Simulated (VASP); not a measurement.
H7C24F, 32 atoms in the cell. The cell holds a slab with vacuum, 32 atoms: a = 7.573 Å, b = 5.049 Å, c = 17.676 Å, α = 90.00°, β = 90.00°, γ = 60.00°. 

- Program: VASP 6.6.1
- Task: single point
- Functional: LDA
- Potentials or basis: VASP PAW LDA potentials, release 64 (H, C, F)
- Cutoff: 520 eV
- k mesh: 2 × 3 × 1
- Occupations: fermi-dirac, width 0.02 eV
- Spin: no spin polarisation
- Dipole correction: no
- Further INCAR settings: LREAL = Auto; ALGO = Normal; EDIFF = 1e-06; NBANDS = 77

Potentials or basis: VASP PAW LDA potentials, release 64 (H, C, F).

The run is started by

```sh
$ cat potpaw_LDA.64/H/POTCAR potpaw_LDA.64/C/POTCAR potpaw_LDA.64/F/POTCAR > POTCAR
$ mpirun -np 1 vasp_std > vasp.out
```

Hardware: 1 thread of Intel Xeon 8259CL (shared host).

Problem. Estimate the wall time of this run.

Solution. It took 18 min on 1 thread of Intel Xeon 8259CL (shared host), peak memory 0.55 GiB. Counts: scf iterations 32, k points 4.
